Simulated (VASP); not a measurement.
# Te2Mo in VASP: notebook, part 2 of 2

VASP 6.6.1. Earlier steps stand in the parts before.

### 4 Single point, r2SCAN+U

This run uses another cell than the first one.

The input, POSCAR:

```
Te2Mo
1.0
    3.5624185427      0.0000000000      0.0000000000
   -1.7812092714      3.0851449569      0.0000000000
    0.0000000000      0.0000000000     31.5632657400
Te Mo
6 3
Direct
    0.0000000000      0.0000000000      0.0567620800
    0.3333333333      0.6666666667      0.2889862200
    0.3333333333      0.6666666667      0.8244042500
    0.3333333333      0.6666666667      0.1755957500
    0.3333333333      0.6666666667      0.7110137800
    0.0000000000      0.0000000000      0.9432379200
    0.3333333333      0.6666666667      0.0000000000
    0.0000000000      0.0000000000      0.2323060100
    0.0000000000      0.0000000000      0.7676939900
```

The input, INCAR.step1:

```
PREC = Accurate
ENCUT = 520
ISMEAR = -1
SIGMA = 0.05
LREAL = F
LASPH = T
NELM = 150
LMAXMIX = 4
LDAU = T
LDAUTYPE = 2
LDAUL = -1 2
LDAUU = 0 6
LDAUJ = 0 0
NBANDS = 49
GGA = PE
ALGO = Normal
EDIFF = 1E-4
LWAVE = T
LCHARG = F
```

The input, INCAR.step2:

```
PREC = Accurate
ENCUT = 520
EDIFF = 1E-7
ISMEAR = -1
SIGMA = 0.05
LREAL = F
LASPH = T
NELM = 150
ALGO = Normal
ISIF = 2
LWAVE = F
LCHARG = F
LMAXMIX = 4
LDAU = T
LDAUTYPE = 2
LDAUL = -1 2
LDAUU = 0 6
LDAUJ = 0 0
LDAUPRINT = 1
METAGGA = R2SCAN
LMIXTAU = T
NBANDS = 49
ISTART = 1
```

The input, KPOINTS:

```
regular mesh
0
Gamma
  7 7 1
```

Potentials or basis: VASP PAW PBE potentials, release 64 (Te, Mo_sv).

Launch:

```sh
> cat potpaw_PBE.64/Te/POTCAR potpaw_PBE.64/Mo_sv/POTCAR > POTCAR
> cp INCAR.step1 INCAR
> mpirun -np 1 vasp_std > vasp.out
> cp INCAR.step2 INCAR
> mpirun -np 1 vasp_std > vasp.out
```

OUTCAR:

```text
PREC = Accurate
   ENCUT = 520
   EDIFF = 1E-7
   ISMEAR = -1
   LREAL = F
   LASPH = T
   NELM = 150
   ISIF = 2
   METAGGA = R2SCAN
   ISTART = 1

 ion  position               nearest neighbor table
   1  0.000  0.000  0.057-   7 2.73   7 2.73   7 2.73   6 3.58
   2  0.333  0.667  0.289-   8 2.73   8 2.73   8 2.73   4 3.58
   3  0.333  0.667  0.824-   9 2.73   9 2.73   9 2.73   5 3.58
   4  0.333  0.667  0.176-   8 2.73   8 2.73   8 2.73   2 3.58
   5  0.333  0.667  0.711-   9 2.73   9 2.73   9 2.73   3 3.58
   6  0.000  0.000  0.943-   7 2.73   7 2.73   7 2.73   1 3.58
[... 718 lines left out ...]
  in kB       13.6131381     13.6131381     17.4758050     -0.0000000     -0.0000000     -0.0000000
  external PRESSURE =      14.9006938 kB  Pullay stress =       0.0000000 kB

 VOLUME and BASIS-vectors are now :
 -----------------------------------------------------------------------------
  energy-cutoff  :      520.00
  volume of cell :      346.90
      direct lattice vectors                 reciprocal lattice vectors
     3.562418543  0.000000000  0.000000000     0.280708173  0.162066939  0.000000000
    -1.781209271  3.085144957  0.000000000     0.000000000  0.324133878  0.000000000
     0.000000000  0.000000000 31.563265740     0.000000000  0.000000000  0.031682400

 POSITION                                       TOTAL-FORCE (eV/Angst)
 -----------------------------------------------------------------------------------
      0.00000      0.00000      1.79160         0.000000      0.000000      0.326146
     -0.00000      2.05676      9.12135        -0.000000      0.000000      0.348313
     -0.00000      2.05676     26.02089         0.000000      0.000000      0.353653
     -0.00000      2.05676      5.54238         0.000000      0.000000     -0.353653
     -0.00000      2.05676     22.44192        -0.000000      0.000000     -0.348313
      0.00000      0.00000     29.77167        -0.000000     -0.000000     -0.326146
     -0.00000      2.05676      0.00000         0.000000     -0.000000      0.000000
      0.00000      0.00000      7.33234         0.000000     -0.000000      0.015257
      0.00000      0.00000     24.23093         0.000000     -0.000000     -0.015257
 -----------------------------------------------------------------------------------
    total drift:                               -0.000001      0.000001     -0.000000

  FREE ENERGIE OF THE ION-ELECTRON SYSTEM (eV)
  ---------------------------------------------------
  free  energy   TOTEN  =      -212.0089967678 eV

  energy  without entropy=     -212.0089953874  energy(sigma->0) =     -212.00899608
```

Run time: 20 min. Hardware: 1 thread of Intel Xeon 6975P-C (Granite Rapids), shared host; peak memory 0.53 GiB.

What came out:

```yaml
Free_energy: -212.0090 eV
Largest_force: 0.354 eV/Å
Band_gap_on_the_k_mesh: 1.24 eV (least direct gap 1.35 eV)
```

Forces on the atoms (eV/Å):
```
Te   0.000  0.000  0.326
Te   0.000  0.000  0.348
Te   0.000  0.000  0.354
Te   0.000  0.000 -0.354
Te   0.000  0.000 -0.348
Te   0.000  0.000 -0.326
Mo   0.000  0.000  0.000
Mo   0.000  0.000  0.015
Mo   0.000  0.000 -0.015
```

Levels at points of the mesh, in eV from the valence-band top:
```csv
k point,band 37,band 38,band 39,band 40,band 41,band 42
"(0.00, 0.00, 0.00)",-0.60,-0.20,0.00,3.04,3.04,3.07
```

Eigenvalues of the final occupation matrices:
| site | spin | trace | eigenvalues |
| --- | --- | --- | --- |
| site 7 d | 1 | 1.92 | 0.37 0.37 0.39 0.39 0.39 |
| site 7 d | 2 | 1.92 | 0.37 0.37 0.39 0.39 0.39 |
| site 8 d | 1 | 1.92 | 0.37 0.37 0.39 0.39 0.39 |
| site 8 d | 2 | 1.92 | 0.37 0.37 0.39 0.39 0.39 |
| site 9 d | 1 | 1.92 | 0.37 0.37 0.39 0.39 0.39 |
| site 9 d | 2 | 1.92 | 0.37 0.37 0.39 0.39 0.39 |

Caveat: there is no dipole correction, which matters where the two faces differ; the PAW data sets were made with another functional, which shifts forces and pressure a little; spin-orbit coupling is left out, which moves the levels of the heavy elements; the U is typed as a test and isn't derived for this compound.

### 5 Overview

| level | U | cell | k mesh | gap on the mesh (eV) | largest force (eV/Å) |
| --- | --- | --- | --- | --- | --- |
| PBE | - | a = 3.556, b = 3.556, c = 32.139 Å, angles 90.0, 90.0, 120.0°, 9 atoms, atomic positions A | 9 × 9 × 1 | 1.05 | 0.01 |
| r2SCAN+U | Mo d U = 5.0 eV | a = 3.562, b = 3.562, c = 31.563 Å, angles 90.0, 90.0, 120.0°, 9 atoms, atomic positions B | 7 × 7 × 1 | 1.25 | 0.29 |
| r2SCAN+U | Mo d U = 6.0 eV | a = 3.562, b = 3.562, c = 31.563 Å, angles 90.0, 90.0, 120.0°, 9 atoms, atomic positions B | 7 × 7 × 1 | 1.24 | 0.35 |

Alike in all rows: task single point; potentials or basis VASP PAW PBE potentials, release 64 (Te, Mo_sv); no spin polarisation; cutoff (eV) 520; smearing fermi-dirac 0.05 eV.

Caveats: there is no dipole correction, which matters where the two faces differ; spin-orbit coupling is left out, which moves the levels of the heavy elements; the PAW data sets were made with another functional, which shifts forces and pressure a little (at least some runs); the U is typed as a test and isn't derived for this compound (at least some runs).

Absolute energies hang on the potentials; compare differences alone.
